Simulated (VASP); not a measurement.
# Ge (Im-3m) in VASP: a series of runs

The runs below take Ge through single point, with PBEsol.

Program: VASP 6.6.1. These are calculated values, not measurements. Logs are shortened: lines on timing, memory, paths and dates and some standing lists are left out, and cuts for length are marked.

### Step 1. The cell of the first run

Symmetry: Im-3m, No. 229, cubic system. Conventional cell: a = 3.322 Å, b = 3.322 Å, c = 3.322 Å, α = 90.00°, β = 90.00°, γ = 90.00°. Within 3.8 Å of Ge (site symmetry m-3m) lie 14 Ge at 2.88 to 3.32 Å.

### Step 2. Single point, PBEsol

Contents of INCAR:

```
PREC     = Accurate       # precision mode
ENCUT    = 520            # plane-wave cutoff, eV
EDIFF    = 1E-7           # SCF threshold, eV
ISMEAR   = -1             # smearing method
SIGMA    = 0.1            # smearing width, eV
LREAL    = False          # projectors in reciprocal space
LASPH    = True           # aspherical terms in the spheres
NELM     = 60             # most SCF steps
ALGO     = Normal         # electronic algorithm
ISIF     = 2              # what is computed and relaxed
LWAVE    = False          # write WAVECAR
LCHARG   = True           # write CHGCAR
GGA      = PS             # functional
LELF     = True           # ELF
LVHAR    = True         
NBANDS   = 13             # bands
```

Contents of KPOINTS:

```
Automatic mesh
0
Gamma
  15 15 15
```

Contents of POSCAR:

```
Ge
1.0
   -1.6607796409      1.6607796409      1.6607796409
    1.6607796409     -1.6607796409      1.6607796409
    1.6607796409      1.6607796409     -1.6607796409
Ge
1
Direct
    0.0000000000      0.0000000000      0.0000000000
```

Potentials or basis: VASP PAW PBE potentials, release 64 (Ge_d).

Launch:

```
> cat potpaw_PBE.64/Ge_d/POTCAR > POTCAR
> mpirun -np 1 vasp_std > vasp.out
```

OUTCAR:

```text
PREC = Accurate
   ENCUT = 520
   EDIFF = 1E-7
   ISMEAR = -1
   LREAL = False
   LASPH = True
   NELM = 60
   ISIF = 2
   GGA = PS

 ion  position               nearest neighbor table
   1  0.000  0.000  0.000-

  LATTYP: Found a body centered cubic cell.
 ALAT       =     3.3215592818

  Lattice vectors:

 A1 = (  -1.6607796409,   1.6607796409,   1.6607796409)
 A2 = (   1.6607796409,  -1.6607796409,   1.6607796409)
 A3 = (   1.6607796409,   1.6607796409,  -1.6607796409)

Analysis of symmetry for initial positions (statically):
=====================================================================
 Subroutine PRICEL returns:
 Original cell was already a primitive cell.

 Routine SETGRP: Setting up the symmetry group for a
 body centered cubic supercell.

 Subroutine GETGRP returns: Found 48 space group operations
 (whereof 48 operations were pure point group operations)
 out of a pool of 48 trial point group operations.

The static configuration has the point symmetry O_h .

Analysis of symmetry for dynamics (positions and initial velocities):
=====================================================================
 Subroutine PRICEL returns:
 Original cell was already a primitive cell.

 Routine SETGRP: Setting up the symmetry group for a
 body centered cubic supercell.

 Subroutine GETGRP returns: Found 48 space group operations
 (whereof 48 operations were pure point group operations)
 out of a pool of 48 trial point group operations.

The dynamic configuration has the point symmetry O_h .

 Subroutine INISYM returns: Found 48 space group operations
 (whereof 48 operations are pure point group operations),
 and found     1 'primitive' translations

----------------------------------------------------------------------------------------

                                     Primitive cell

  volume of cell :      18.3230

  direct lattice vectors                    reciprocal lattice vectors
    -1.660779641  1.660779641  1.660779641     0.000000000  0.301063421  0.301063421
     1.660779641 -1.660779641  1.660779641     0.301063421  0.000000000  0.301063421
     1.660779641  1.660779641 -1.660779641     0.301063421  0.301063421  0.000000000

  length of vectors
     2.876554718  2.876554718  2.876554718     0.425767973  0.425767973  0.425767973

[... 83 lines left out ...]
   NFREE  =      0    steps in history (QN), initial steepest desc. (CG)
   ISIF   =      2    stress and relaxation
   ISYM   =      2    0-nonsym 1-usesym 2-fastsym
   POTIM  = 0.5000    time-step for ionic-motion
   TEBEG  =    0.0;   TEEND  =   0.0 temperature during run
   PSTRESS=    0.0 pullay stress
   NELECT =      14.0000    total number of electrons
   NUPDOWN=      -1.0000    fix difference up-down
   EMIN   =  10.00;   EMAX   =-10.00  energy-range for DOS
   EFERMI =   0.00;   METHOD = LEGACY
   ISMEAR =    -1;   SIGMA  =   0.10  broadening in eV -4-tet -1-fermi 0-gaus
   EFERMI_NEDOS =   21; number of points for ismear=-14 and -15
   IALGO  =     38    algorithm
   IMIX   =      4    mixing-type and parameters
     AMIX     =   0.40;   BMIX     =  1.00
     AMIX_MAG =   1.60;   BMIX_MAG =  1.00
  volume/ion in A,a.u.               =      18.32       123.65
  Fermi-wavevector in a.u.,A,eV,Ry     =   1.496645  2.828249 30.476324  2.239947
  Thomas-Fermi vector in A             =   2.608635
   LORBIT       =      0    0 simple, 1 ext, 2 COOP (PROOUT), +10 PAW based schemes
   GGA     = PS    functional components
   LHFCALC =     F    Hartree Fock is set to
   AEXX    =    0.0000 exact exchange contribution
   IVDW    =     0    specifies the selected vdW correction
   LEPSILON=     F    determine dielectric tensor
   LRPA    =     F    only Hartree local field effects (RPA)
 non-spin polarized calculation
  energy-cutoff  :      520.00
  volume of cell :       18.32
 maximum number of plane-waves:       531
 NGX is ok and might be reduce to    24
   NGX = 11   NGY = 11   NGZ = 11

 number of electron      14.0000012 magnetization

 Free energy of the ion-electron system (eV)
  ---------------------------------------------------
  ext. energy  EPLUGINS =         0.00000000
  ---------------------------------------------------
  free energy    TOTEN  =        -4.66421652 eV

  energy without entropy =       -4.64693080  energy(sigma->0) =       -4.65557366

 E-fermi :   6.9474     XC(G=0): -11.5886

 val. band max:        6.9043318197   @ k =   0.2667   0.2000   0.0667
 cond. band min:       6.9680698573   @ k =   0.2000   0.2000   0.0000
 fundamental gap:      0.0637380376
 Fermi energy:         6.9473762861

 k-point     1 :       0.0000    0.0000    0.0000
  band No.  band energies     occupation
      1     -17.7243      2.00000
      2     -17.7243      2.00000
      3     -17.7243      2.00000
      4     -17.6297      2.00000
      5     -17.6297      2.00000
      6      -6.4543      2.00000
      7      16.4165      0.00000
      8      16.4165      0.00000
      9      16.4165      0.00000
     10      22.1508      0.00000
     11      22.1508      0.00000
     12      22.1508      0.00000
     13      24.0631      0.00000
[... 354 lines left out ...]
  band No.  band energies     occupation
      1     -17.7409      2.00000
      2     -17.6949      2.00000
      3     -17.6441      2.00000
      4     -17.6343      2.00000
      5     -17.5952      2.00000
      6       0.1238      2.00000
      7       2.3185      2.00000
      8       7.0288      0.61417
      9      12.1855      0.00000
     10      18.6979      0.00000
     11      22.3153      0.00000
     12      24.7852      0.00000
     13      25.1810      0.00000

 [... further k-points ...]

------------------------ aborting loop because EDIFF is reached ----------------------------------------

  FORCE on cell =-STRESS in cart. coord.  units (eV):
  Direction    XX          YY          ZZ          XY          YZ          ZX
  --------------------------------------------------------------------------------------
  -------------------------------------------------------------------------------------
  Total       -0.0556427     -0.0556427     -0.0556427     -0.0000000      0.0000000      0.0000000
  in kB       -4.8654429     -4.8654429     -4.8654429     -0.0000000      0.0000000      0.0000000
  external PRESSURE =      -4.8654429 kB  Pullay stress =       0.0000000 kB

 VOLUME and BASIS-vectors are now :
 -----------------------------------------------------------------------------
  energy-cutoff  :      520.00
  volume of cell :       18.32
      direct lattice vectors                 reciprocal lattice vectors
    -1.660779641  1.660779641  1.660779641     0.000000000  0.301063421  0.301063421
     1.660779641 -1.660779641  1.660779641     0.301063421  0.000000000  0.301063421
     1.660779641  1.660779641 -1.660779641     0.301063421  0.301063421  0.000000000

 POSITION                                       TOTAL-FORCE (eV/Angst)
 -----------------------------------------------------------------------------------
      0.00000      0.00000      0.00000        -0.000000     -0.000000     -0.000000
 -----------------------------------------------------------------------------------
    total drift:                               -0.000000      0.000000      0.000000

  FREE ENERGIE OF THE ION-ELECTRON SYSTEM (eV)
  ---------------------------------------------------
  free  energy   TOTEN  =        -4.6642165201 eV

  energy  without entropy=       -4.6469308021  energy(sigma->0) =       -4.65557366
```

OSZICAR:

```text
N       E                     dE             d eps       ncg     rms          rms(c)
DAV:   1     0.617430999418E+02    0.61743E+02   -0.69700E+03  3519   0.303E+03
DAV:   2     0.667266438561E+00   -0.61076E+02   -0.58451E+02  3248   0.423E+02
DAV:   3    -0.461951507250E+01   -0.52868E+01   -0.52516E+01  3540   0.698E+01
DAV:   4    -0.468586591859E+01   -0.66351E-01   -0.66342E-01  3650   0.849E+00
DAV:   5    -0.468647662219E+01   -0.61070E-03   -0.61070E-03  3613   0.893E-01    0.122E+00
DAV:   6    -0.467033547063E+01    0.16141E-01   -0.12875E-02  3940   0.254E+00    0.646E-01
DAV:   7    -0.466451622890E+01    0.58192E-02   -0.65924E-03  3905   0.142E+00    0.798E-02
DAV:   8    -0.466421117908E+01    0.30505E-03   -0.54879E-04  3830   0.548E-01    0.256E-02
DAV:   9    -0.466421601178E+01   -0.48327E-05   -0.62891E-06  3535   0.266E-02    0.582E-03
DAV:  10    -0.466421659659E+01   -0.58481E-06   -0.12185E-07  2934   0.677E-03    0.251E-04
DAV:  11    -0.466421652007E+01    0.76525E-07   -0.19711E-08  2155   0.314E-03
   1 F= -.46642165E+01 E0= -.46555737E+01  d E =-.172857E-01
```

stdout:

```text
POSCAR found type information on POSCAR Ge
 POSCAR found :  1 types and       1 ions
 scaLAPACK will be used
 -----------------------------------------------------------------------------
|                                                                             |
|                                                                             |
|     You enforced a specific xc type in the INCAR file but a different       |
|     I HOPE YOU KNOW WHAT YOU ARE DOING!                                     |
|                                                                             |
 -----------------------------------------------------------------------------

 LDA part: xc-table for (Slater+PW92), standard interpolation
 POSCAR, INCAR and KPOINTS ok, starting setup
 FFT: planning ... GRIDC
 FFT: planning ... GRID_SOFT
 FFT: planning ... GRID
 WAVECAR not read
 entering main loop
```

Run time: 24 s. Hardware: 1 thread of Intel Xeon 8259CL, shared host; peak memory 0.15 GiB.

Results:

- Free energy: -4.6642 eV
- Pressure: -0.5 GPa
- Band gap on the k mesh: zero (band 7 reaches 16.42 eV, above the bottom of band 8 at 3.81 eV)

Levels at points of the mesh, in eV from the Fermi level:
```csv
k point,band 3,band 4,band 5,band 6,band 7,band 8,band 9,band 10,band 11,band 12
"(0.00, 0.00, 0.00)",-24.67,-24.58,-24.58,-13.40,9.47,9.47,9.47,15.20,15.20,15.20
```

Caveat: the PAW data sets were made with another functional, which shifts forces and pressure a little.

### Step 3. Single point, PBEsol (volume scaled by 1.04)

Contents of INCAR:

```
SYSTEM = Ge
  PREC = Accurate
  ENCUT = 520
  EDIFF = 1E-6
  ISMEAR = -1
  SIGMA = 0.1
  LREAL = .False.
  LASPH = .True.
  NELM = 80
  ALGO = Normal
  ISIF = 2
  LWAVE = .False.
  LCHARG = .False.
  GGA = PS
  NBANDS = 13
```

Contents of KPOINTS:

```
Automatic mesh
0
Gamma
  15 15 15
  0 0 0
```

Contents of POSCAR:

```
Ge
1.0
   -1.6826345108      1.6826345108      1.6826345108
    1.6826345108     -1.6826345108      1.6826345108
    1.6826345108      1.6826345108     -1.6826345108
Ge
1
Direct
    0.0000000000      0.0000000000      0.0000000000
```

Potentials or basis: VASP PAW PBE potentials, release 64 (Ge_d).

Launch:

```
> cat potpaw_PBE.64/Ge_d/POTCAR > POTCAR
> mpirun -np 1 vasp_std > vasp.out
```

OUTCAR:

```text
SYSTEM = Ge
   PREC = Accurate
   ENCUT = 520
   EDIFF = 1E-6
   ISMEAR = -1
   LREAL = .False.
   LASPH = .True.
   NELM = 80
   ISIF = 2
   GGA = PS

 ion  position               nearest neighbor table
   1  0.000  0.000  0.000-

  LATTYP: Found a body centered cubic cell.
 ALAT       =     3.3652690216

  Lattice vectors:

 A1 = (  -1.6826345108,   1.6826345108,   1.6826345108)
 A2 = (   1.6826345108,  -1.6826345108,   1.6826345108)
 A3 = (   1.6826345108,   1.6826345108,  -1.6826345108)

Analysis of symmetry for initial positions (statically):
=====================================================================
 Subroutine PRICEL returns:
 Original cell was already a primitive cell.

 Routine SETGRP: Setting up the symmetry group for a
 body centered cubic supercell.

 Subroutine GETGRP returns: Found 48 space group operations
 (whereof 48 operations were pure point group operations)
 out of a pool of 48 trial point group operations.

The static configuration has the point symmetry O_h .

[... 166 lines left out ...]
  band No.  band energies     occupation
      1     -18.1343      2.00000
      2     -18.1343      2.00000
      3     -18.1343      2.00000
      4     -18.0499      2.00000
      5     -18.0499      2.00000
      6      -6.5475      2.00000
      7      15.5817      0.00000
      8      15.5817      0.00000
      9      15.5817      0.00000
     10      21.4225      0.00000
     11      21.4225      0.00000
     12      21.4225      0.00000
     13      23.4197      0.00000
[... 354 lines left out ...]
  band No.  band energies     occupation
      1     -18.1483      2.00000
      2     -18.1069      2.00000
      3     -18.0628      2.00000
      4     -18.0542      2.00000
      5     -18.0191      2.00000
      6      -0.2798      2.00000
      7       2.0958      2.00000
      8       6.6195      0.56401
      9      11.6155      0.00000
     10      17.9704      0.00000
     11      21.4753      0.00000
     12      23.9993      0.00000
     13      24.3642      0.00000

 [... further k-points ...]

------------------------ aborting loop because EDIFF is reached ----------------------------------------

  FORCE on cell =-STRESS in cart. coord.  units (eV):
  Direction    XX          YY          ZZ          XY          YZ          ZX
  --------------------------------------------------------------------------------------
  -------------------------------------------------------------------------------------
  Total       -0.3752438     -0.3752438     -0.3752438     -0.0000000     -0.0000000      0.0000000
  in kB      -31.5496603    -31.5496603    -31.5496603     -0.0000000     -0.0000000      0.0000000
  external PRESSURE =     -31.5496603 kB  Pullay stress =       0.0000000 kB

 VOLUME and BASIS-vectors are now :
 -----------------------------------------------------------------------------
  energy-cutoff  :      520.00
  volume of cell :       19.06
      direct lattice vectors                 reciprocal lattice vectors
    -1.682634511  1.682634511  1.682634511     0.000000000  0.297153064  0.297153064
     1.682634511 -1.682634511  1.682634511     0.297153064  0.000000000  0.297153064
     1.682634511  1.682634511 -1.682634511     0.297153064  0.297153064  0.000000000

 POSITION                                       TOTAL-FORCE (eV/Angst)
 -----------------------------------------------------------------------------------
      0.00000      0.00000      0.00000         0.000000      0.000000      0.000000
 -----------------------------------------------------------------------------------
    total drift:                               -0.000000      0.000000     -0.000000

  FREE ENERGIE OF THE ION-ELECTRON SYSTEM (eV)
  ---------------------------------------------------
  free  energy   TOTEN  =        -4.6560900143 eV

  energy  without entropy=       -4.6372295867  energy(sigma->0) =       -4.64665980
```

OSZICAR:

```text
N       E                     dE             d eps       ncg     rms          rms(c)
DAV:   1     0.609609228390E+02    0.60961E+02   -0.71077E+03  3483   0.296E+03
DAV:   2     0.706265774533E+00   -0.60255E+02   -0.57210E+02  3348   0.415E+02
DAV:   3    -0.460555313996E+01   -0.53118E+01   -0.52888E+01  3565   0.696E+01
DAV:   4    -0.467599797934E+01   -0.70445E-01   -0.70434E-01  3575   0.860E+00
DAV:   5    -0.467665991743E+01   -0.66194E-03   -0.66193E-03  3676   0.932E-01    0.113E+00
DAV:   6    -0.466159989350E+01    0.15060E-01   -0.12701E-02  3925   0.247E+00    0.601E-01
DAV:   7    -0.465636557422E+01    0.52343E-02   -0.64316E-03  3880   0.138E+00    0.772E-02
DAV:   8    -0.465608454145E+01    0.28103E-03   -0.53955E-04  3830   0.535E-01    0.242E-02
DAV:   9    -0.465608940424E+01   -0.48628E-05   -0.61275E-06  3505   0.255E-02    0.573E-03
DAV:  10    -0.465609001431E+01   -0.61007E-06   -0.15402E-07  2515   0.780E-03
   1 F= -.46560900E+01 E0= -.46466598E+01  d E =-.188604E-01
```

Run time: 23 s. Hardware: 1 thread of Intel Xeon 8259CL, shared host; peak memory 0.15 GiB.

What came out:

- Free energy: -4.6561 eV
- Pressure: -3.2 GPa
- Band gap on the k mesh: zero (band 7 reaches 15.58 eV, above the bottom of band 8 at 3.54 eV)

Caveat: the PAW data sets were made with another functional, which shifts forces and pressure a little.

(Part 1 of 2 ends here.)
